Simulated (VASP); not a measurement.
# Sn3C (Fm-3m) in VASP: notebook, part 2 of 2

VASP 6.6.1.

## Step 4: Relaxation of cell and atoms, PBE

This run uses another cell than the first one, of 23.42 Å³/atom.

Contents of INCAR:

```
SYSTEM = Sn3C
PREC = Accurate
ENCUT = 600
EDIFF = 1E-6
ISMEAR = 0
SIGMA = 0.1
LREAL = .False.
LASPH = .True.
NELM = 80
ALGO = Normal
ISIF = 3
LWAVE = .False.
LCHARG = .False.
GGA = PE
IBRION = 2
NSW = 90
EDIFFG = -0.04
```

Contents of KPOINTS:

```
regular mesh
0
Gamma
  4 4 4
  0 0 0
```

Contents of POSCAR:

```
Sn3C
1.0
    0.0000000000      3.6046104800      3.6046104800
    3.6046104800      0.0000000000      3.6046104800
    3.6046104800      3.6046104800      0.0000000000
Sn C
3 1
Direct
    0.2500000000      0.2500000000      0.2500000000
    0.7500000000      0.7500000000      0.7500000000
    0.5000000000      0.5000000000      0.5000000000
    0.0000000000      0.0000000000      0.0000000000
```

Potentials or basis: VASP PAW PBE potentials, release 64 (Sn_d, C).

On the command line:

```console
> cat potpaw_PBE.64/Sn_d/POTCAR potpaw_PBE.64/C/POTCAR > POTCAR
> mpirun -np 1 vasp_std > vasp.out
```

OUTCAR:

```text
SYSTEM = Sn3C
   PREC = Accurate
   ENCUT = 600
   EDIFF = 1E-6
   ISMEAR = 0
   LREAL = .False.
   LASPH = .True.
   NELM = 80
   ISIF = 3
   GGA = PE
   IBRION = 2
   NSW = 90
   EDIFFG = -0.04

 ion  position               nearest neighbor table
   1  0.250  0.250  0.250-   3 3.12   3 3.12   3 3.12   3 3.12   2 3.60   2 3.60   2 3.60   2 3.60
                             2 3.60   2 3.60
   2  0.750  0.750  0.750-   3 3.12   3 3.12   3 3.12   3 3.12   1 3.60   1 3.60   1 3.60   1 3.60
                             1 3.60   1 3.60
   3  0.500  0.500  0.500-   1 3.12   1 3.12   1 3.12   1 3.12   2 3.12   2 3.12   2 3.12   2 3.12

   4  0.000  0.000  0.000-

  LATTYP: Found a face centered cubic cell.
 ALAT       =     7.2092209600

[... 175 lines left out ...]
  --------------------------------------------------------------------------------------
  -------------------------------------------------------------------------------------
  Total       -2.1612694     -2.1612694     -2.1612694      0.0000000     -0.0000000      0.0000000
  in kB      -36.9670218    -36.9670218    -36.9670218      0.0000000     -0.0000000      0.0000000
  external PRESSURE =     -36.9670218 kB  Pullay stress =       0.0000000 kB
[... 63 lines left out ...]
--------------------------------------- Ionic step        3  -------------------------------------------

 number of electron      46.0000000 magnetization

 Free energy of the ion-electron system (eV)
  ---------------------------------------------------
  ext. energy  EPLUGINS =         0.00000000
  ---------------------------------------------------
  free energy    TOTEN  =       -15.46243877 eV

  energy without entropy =      -15.43613338  energy(sigma->0) =      -15.44928607

 E-fermi :   8.1063     XC(G=0): -10.6530

 val. band max:        8.0523953439   @ k =   0.5000   0.2500   0.0000
 cond. band min:       8.1158966804   @ k =   0.2500   0.2500   0.0000
 fundamental gap:      0.0635013365
 Fermi energy:         8.1062887729

 k-point     1 :       0.0000    0.0000    0.0000
  band No.  band energies     occupation
      1     -13.7447      2.00000
      2     -13.7447      2.00000
      3     -13.7120      2.00000
      4     -13.7120      2.00000
      5     -13.7120      2.00000
      6     -13.6518      2.00000
[... 260 lines left out ...]
  FREE ENERGIE OF THE ION-ELECTRON SYSTEM (eV)
  ---------------------------------------------------
  free  energy   TOTEN  =       -15.4624387660 eV

  energy  without entropy=      -15.4361333820  energy(sigma->0) =      -15.44928607

 reached required accuracy - stopping structural energy minimisation
```

CONTCAR:

```text
Sn3C
   1.00000000000000
    -0.0000000000000000    3.5241198830424891    3.5241198830424891
     3.5241198830424891   -0.0000000000000000    3.5241198830424891
     3.5241198830424891    3.5241198830424891    0.0000000000000000
  Sn              C
     3     1
Direct
     0.2500000000000000    0.2500000000000000    0.2500000000000000
     0.7500000000000000    0.7500000000000000    0.7500000000000000
     0.5000000000000000    0.5000000000000000    0.5000000000000000
     0.0000000000000000    0.0000000000000000    0.0000000000000000

  0.00000000E+00  0.00000000E+00  0.00000000E+00
  0.00000000E+00  0.00000000E+00  0.00000000E+00
  0.00000000E+00  0.00000000E+00  0.00000000E+00
  0.00000000E+00  0.00000000E+00  0.00000000E+00
```

Wall time 2.8 min (1 thread of AMD EPYC 7R13, shared host); peak memory 0.24 GiB.

Results:

- Free energy: -15.4624 eV
- Relaxed volume: 21.88 Å³/atom
- Relaxed cell: a = 4.984 Å, b = 4.984 Å, c = 4.984 Å, α = 60.00°, β = 60.00°, γ = 60.00°
- Space group after relaxing (to 0.1 Å): Fm-3m (No. 225)
- Energy gained by relaxing: 18.8 meV/atom
- Ionic steps: 3
- Pressure after relaxing: 0.0 GPa

The path:
```tsv
step	energy change (eV)	largest force (eV/Å)	pressure (GPa)	volume (Å³)
1	0.0000	0.0000	-3.70	93.67
2	-0.0730	0.0000	0.76	86.54
3	-0.0753	0.0000	0.00	87.54
```

Final structure:
```xyz
4
Lattice="0.0000 3.5241 3.5241 3.5241 0.0000 3.5241 3.5241 3.5241 0.0000" Properties=species:S:1:pos:R:3 pbc="T T T"
Sn    1.7621    1.7621    1.7621
Sn    5.2862    5.2862    5.2862
Sn    3.5241    3.5241    3.5241
C     0.0000    0.0000    0.0000
```

Caveat: the k points lie up to 0.39 Å⁻¹ apart in the final cell; the highest band is partly filled, so the run has too few bands; spin-orbit coupling is left out, which moves the levels of the heavy elements.

## Step 5: Single point, PBE

This run uses another cell than the first one, of 22.05 Å³/atom.

Contents of INCAR:

```
PREC = Accurate
ENCUT = 520
EDIFF = 1E-7
ISMEAR = 0
SIGMA = 0.1
LREAL = F
LASPH = T
NELM = 100
ALGO = Normal
ISIF = 2
LWAVE = F
LCHARG = F
GGA = PE
NBANDS = 31
```

Contents of KPOINTS:

```
regular mesh
0
Gamma
  12 12 12
```

Contents of POSCAR:

```
Sn3C
1.0
    0.0000000000      3.5329347262      3.5329347262
    3.5329347262      0.0000000000      3.5329347262
    3.5329347262      3.5329347262      0.0000000000
Sn C
3 1
Direct
    0.2500000000      0.2500000000      0.2500000000
    0.7500000000      0.7500000000      0.7500000000
    0.5000000000      0.5000000000      0.5000000000
    0.0000000000      0.0000000000      0.0000000000
```

On the command line:

```console
> cat potpaw_PBE.64/Sn_d/POTCAR potpaw_PBE.64/C/POTCAR > POTCAR
> mpirun -np 1 vasp_std > vasp.out
```

It took 7.4 min on 1 thread of AMD EPYC 7R13, shared host; peak memory 0.3 GiB.

The run converged. Its results:

| Quantity | Value |
| --- | --- |
| Free energy | -15.3328 eV |
| Pressure | -0.1 GPa |
| Band gap on the k mesh | zero (bands 23 and 24 overlap by 2.42 eV) |

Levels at points of the mesh, in eV from the Fermi level:
| k point | band 21 | band 22 | band 23 | band 24 | band 25 | band 26 |
| --- | --- | --- | --- | --- | --- | --- |
| (0.00, 0.00, 0.00) | -1.50 | -1.50 | -1.08 | -1.08 | -1.08 | -0.39 |
| (0.50, 0.00, 0.00) | -2.25 | -2.14 | -2.14 | 0.49 | 1.06 | 2.54 |
| (0.50, 0.50, 0.00) | -4.49 | 0.92 | 1.16 | 1.16 | 1.68 | 3.76 |

Caveat: spin-orbit coupling is left out, which moves the levels of the heavy elements.

## Step 6: Relaxation of cell and atoms, PBE

Contents of INCAR:

```
PREC     = Accurate       # precision mode
ENCUT    = 600            # plane-wave cutoff, eV
EDIFF    = 1E-7           # SCF threshold, eV
ISMEAR   = 0              # smearing method
SIGMA    = 0.1            # smearing width, eV
LREAL    = F              # projectors in reciprocal space
LASPH    = T              # aspherical terms in the spheres
NELM     = 80             # most SCF steps
ALGO     = Normal         # electronic algorithm
ISIF     = 3              # what is computed and relaxed
LWAVE    = F              # write WAVECAR
LCHARG   = F              # write CHGCAR
GGA      = PE             # functional
IBRION   = 2              # ionic algorithm
NSW      = 100            # ionic steps
EDIFFG   = -0.01          # ionic threshold
```

KPOINTS is that of step 5.

Contents of POSCAR:

```
Sn3C
1.0
    0.0000000000      3.5247180314      3.5247180314
    3.5247180314      0.0000000000      3.5247180314
    3.5247180314      3.5247180314      0.0000000000
Sn C
3 1
Direct
    0.2500000000      0.2500000000      0.2500000000
    0.7500000000      0.7500000000      0.7500000000
    0.5000000000      0.5000000000      0.5000000000
    0.0000000000      0.0000000000      0.0000000000
```

Potentials or basis: VASP PAW PBE potentials, release 64 (Sn_d, C).

On the command line:

```console
> cat potpaw_PBE.64/Sn_d/POTCAR potpaw_PBE.64/C/POTCAR > POTCAR
> mpirun -np 1 vasp_std > vasp.out
```

OUTCAR:

```text
PREC = Accurate
   ENCUT = 600
   EDIFF = 1E-7
   ISMEAR = 0
   LREAL = F
   LASPH = T
   NELM = 80
   ISIF = 3
   GGA = PE
   IBRION = 2
   NSW = 100
   EDIFFG = -0.01

 ion  position               nearest neighbor table
   1  0.250  0.250  0.250-   3 3.05   3 3.05   3 3.05   3 3.05   2 3.52   2 3.52   2 3.52   2 3.52
                             2 3.52   2 3.52
   2  0.750  0.750  0.750-   3 3.05   3 3.05   3 3.05   3 3.05   1 3.52   1 3.52   1 3.52   1 3.52
                             1 3.52   1 3.52
   3  0.500  0.500  0.500-   1 3.05   2 3.05   1 3.05   1 3.05   1 3.05   2 3.05   2 3.05   2 3.05

   4  0.000  0.000  0.000-

  LATTYP: Found a face centered cubic cell.
 ALAT       =     7.0494360628

  Lattice vectors:

 A1 = (   0.0000000000,   3.5247180314,   3.5247180314)
 A2 = (   3.5247180314,   0.0000000000,   3.5247180314)
 A3 = (   3.5247180314,   3.5247180314,   0.0000000000)

Analysis of symmetry for initial positions (statically):
=====================================================================
 Subroutine PRICEL returns:
 Original cell was already a primitive cell.

 Routine SETGRP: Setting up the symmetry group for a
 face centered cubic supercell.

 Subroutine GETGRP returns: Found 48 space group operations
 (whereof 48 operations were pure point group operations)
 out of a pool of 48 trial point group operations.

The static configuration has the point symmetry O_h .

Analysis of symmetry for dynamics (positions and initial velocities):
=====================================================================
 Subroutine PRICEL returns:
 Original cell was already a primitive cell.

 Routine SETGRP: Setting up the symmetry group for a
[... 182 lines left out ...]
      1.76236      1.76236      1.76236        -0.000000      0.000000      0.000000
      5.28708      5.28708      5.28708         0.000000     -0.000000     -0.000000
      3.52472      3.52472      3.52472         0.000000     -0.000000      0.000000
      0.00000      0.00000      0.00000         0.000000     -0.000000      0.000000
 -----------------------------------------------------------------------------------
    total drift:                               -0.000000     -0.000000      0.000000

  FREE ENERGIE OF THE ION-ELECTRON SYSTEM (eV)
  ---------------------------------------------------
  free  energy   TOTEN  =       -15.3315169630 eV

  energy  without entropy=      -15.3190033440  energy(sigma->0) =      -15.32526015

--------------------------------------- Ionic step        2  -------------------------------------------

 number of electron      46.0000005 magnetization

 Free energy of the ion-electron system (eV)
  ---------------------------------------------------
  ext. energy  EPLUGINS =         0.00000000
  ---------------------------------------------------
  free energy    TOTEN  =       -15.33222463 eV

  energy without entropy =      -15.31963365  energy(sigma->0) =      -15.32592914

 E-fermi :   7.8559     XC(G=0): -10.6165

 val. band max:        7.8517412560   @ k =   0.0833   0.0833   0.0000
 cond. band min:       7.8580110277   @ k =   0.5000   0.2500   0.0833
 fundamental gap:      0.0062697717
 Fermi energy:         7.8558624895

 k-point     1 :       0.0000    0.0000    0.0000
  band No.  band energies     occupation
      1     -13.7908      2.00000
      2     -13.7908      2.00000
      3     -13.7714      2.00000
      4     -13.7714      2.00000
      5     -13.7714      2.00000
      6     -13.6905      2.00000
[... 709 lines left out ...]
     26       9.8500      0.00000
     27      11.1905      0.00000

 [... further k-points ...]

------------------------ aborting loop because EDIFF is reached ----------------------------------------

  FORCE on cell =-STRESS in cart. coord.  units (eV):
  Direction    XX          YY          ZZ          XY          YZ          ZX
  --------------------------------------------------------------------------------------
  -------------------------------------------------------------------------------------
  Total       -0.0112988     -0.0112988     -0.0112988      0.0000000     -0.0000000     -0.0000000
  in kB       -0.2052112     -0.2052112     -0.2052112      0.0000000     -0.0000000     -0.0000000
  external PRESSURE =      -0.2052112 kB  Pullay stress =       0.0000000 kB

 VOLUME and BASIS-vectors are now :
 -----------------------------------------------------------------------------
  energy-cutoff  :      600.00
  volume of cell :       88.22
      direct lattice vectors                 reciprocal lattice vectors
    -0.000000000  3.533224009  3.533224009    -0.141513813  0.141513813  0.141513813
     3.533224009  0.000000000  3.533224009     0.141513813 -0.141513813  0.141513813
     3.533224009  3.533224009 -0.000000000     0.141513813  0.141513813 -0.141513813

 POSITION                                       TOTAL-FORCE (eV/Angst)
 -----------------------------------------------------------------------------------
      1.76661      1.76661      1.76661         0.000000      0.000000      0.000000
      5.29984      5.29984      5.29984        -0.000000     -0.000000     -0.000000
      3.53322      3.53322      3.53322         0.000000      0.000000      0.000000
      3.53322      7.06645      3.53322         0.000000      0.000000      0.000000
 -----------------------------------------------------------------------------------
    total drift:                               -0.000000     -0.000000      0.000000

  FREE ENERGIE OF THE ION-ELECTRON SYSTEM (eV)
  ---------------------------------------------------
  free  energy   TOTEN  =       -15.3322246259 eV

  energy  without entropy=      -15.3196336453  energy(sigma->0) =      -15.32592914

 reached required accuracy - stopping structural energy minimisation
```

CONTCAR:

```text
Sn3C
   1.00000000000000
    -0.0000000000000000    3.5332240091159601    3.5332240091159601
     3.5332240091159601    0.0000000000000000    3.5332240091159601
     3.5332240091159601    3.5332240091159601   -0.0000000000000000
  Sn              C
     3     1
Direct
     0.2500000000000000    0.2500000000000000    0.2500000000000000
     0.7500000000000000    0.7500000000000000    0.7500000000000000
     0.5000000000000000    0.5000000000000000    0.5000000000000000
     1.0000000000000000    0.0000000000000000    1.0000000000000000

  0.00000000E+00  0.00000000E+00  0.00000000E+00
  0.00000000E+00  0.00000000E+00  0.00000000E+00
  0.00000000E+00  0.00000000E+00  0.00000000E+00
  0.00000000E+00  0.00000000E+00  0.00000000E+00
```

Run time: 18 min. Hardware: 1 thread of AMD EPYC 7R13, shared host; peak memory 0.33 GiB.

What came out:

```
Free energy                           : -15.3322 eV
Relaxed volume                        : 22.05 Å³/atom
Relaxed cell                          : a = 4.997 Å, b = 4.997 Å, c = 4.997 Å, α = 60.00°, β = 60.00°, γ = 60.00°
Space group after relaxing (to 0.1 Å) : Fm-3m (No. 225)
Energy gained by relaxing             : 0.2 meV/atom
Ionic steps                           : 2
Pressure after relaxing               : 0.0 GPa
```

The path:
| step | energy change (eV) | largest force (eV/Å) | pressure (GPa) | volume (Å³) |
| --- | --- | --- | --- | --- |
| 1 | 0.0000 | 0.0000 | 0.37 | 87.58 |
| 2 | -0.0007 | 0.0000 | -0.02 | 88.22 |

Final structure:
```
Sn C
1.0
     0.00000    3.53322    3.53322
     3.53322    0.00000    3.53322
     3.53322    3.53322    0.00000
Sn C
3 1
Cartesian
  1.7666 1.7666 1.7666
  5.2998 5.2998 5.2998
  3.5332 3.5332 3.5332
  3.5332 7.0664 3.5332
```

Caveat: the highest band is partly filled, so the run has too few bands; spin-orbit coupling is left out, which moves the levels of the heavy elements.

## Step 7: The runs side by side

| task | cell | k mesh | cutoff (eV) | gap on the mesh (eV) | pressure (GPa) | relaxed volume (Å³/atom) |
| --- | --- | --- | --- | --- | --- | --- |
| single point | a = 4.985 Å, angles 60.0°, 4 atoms | 4 × 4 × 4 | 520 | none | -0.1 | - |
| single point | a = 5.098 Å, angles 60.0°, 4 atoms | 4 × 4 × 4 | 520 | none | -3.7 | - |
| relaxation of cell and atoms | relaxed from a = 5.098 Å, angles 60.0°, 4 atoms | 4 × 4 × 4 | 600 | - | 0.0 | 21.88 |
| single point | a = 4.996 Å, angles 60.0°, 4 atoms | 12 × 12 × 12 | 520 | none | -0.1 | - |
| relaxation of cell and atoms | relaxed from a = 4.985 Å, angles 60.0°, 4 atoms | 12 × 12 × 12 | 600 | - | 0.0 | 22.05 |

Alike in all rows: level PBE; potentials or basis VASP PAW PBE potentials, release 64 (Sn_d, C); no spin polarisation; smearing gaussian 0.1 eV.

Caveats: some runs use coarse meshes; spin-orbit coupling is left out, which moves the levels of the heavy elements; the highest band is partly filled, so the run has too few bands (at least some runs).

Absolute energies hang on the potentials; compare differences alone.

The gap in the log of VASP goes by the Fermi energy; the results here count the filled bands.